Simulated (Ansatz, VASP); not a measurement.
**Two plane-wave programs on AlN**

The input INCAR:

```
ALGO = Normal
EDIFF = 1E-6
ENCUT = 600
GGA = PE
GGA_COMPAT = False
ISIF = 2
ISMEAR = 0
LASPH = True
LCHARG = False
LREAL = False
LWAVE = False
NBANDS = 11
NELM = 120
PREC = Accurate
SIGMA = 0.02
```

The input KPOINTS:

```
k-points
0
Gamma
  6 6 6
```

POSCAR

```
AlN
1.0
    0.0000000000      2.1839935596      2.1839935596
    2.1839935596      0.0000000000      2.1839935596
    2.1839935596      2.1839935596      0.0000000000
Al N
1 1
Direct
    0.0000000000      0.0000000000      0.0000000000
    0.7500000000      0.7500000000      0.7500000000
```

Input for Ansatz:

```yaml
crystal:
  lattice:
    - [0.0, 2.1839935596, 2.1839935596]
    - [2.1839935596, 0.0, 2.1839935596]
    - [2.1839935596, 2.1839935596, 0.0]
  atoms:
    - { symbol: Al, position: [0.0, 0.0, 0.0] }
    - { symbol: "N", position: [0.75, 0.75, 0.75] }
basis:
  ecutwfc: 420
kpoints:
  mp_grid: { grid: [6, 6, 6] }
hamiltonian:
  xc: pbe
scf:
  occupations: { method: gaussian, width: 0.02 }
output:
  forces: true
  stress: true
  eigenvalues: true
```

Alike in both runs: task single point; functional PBE; k mesh 6 × 6 × 6; occupations gaussian, width 0.02 eV; no spin polarisation.

```csv
,VASP,Ansatz
version,VASP 6.6.1,Ansatz 0.2.0
potentials or method,"VASP PAW PBE potentials, release 64 (Al, N), cutoff 600 eV","scalar-relativistic, plane waves, PAW"
valence electrons in the cell,8,8
```

VASP gave:

```
gap on the k mesh at the Fermi level (eV) : 3.32
least direct gap on the mesh (eV)         : 4.20
pressure (GPa)                            : 4.5
```

**Question.** What did Ansatz give for the same quantities?

**Answer.** gap on the k mesh at the Fermi level (eV): 3.32; least direct gap on the mesh (eV): 4.19; pressure (GPa): 4.9.

With one functional, cell and mesh, what is left measures potentials, basis and numerics.
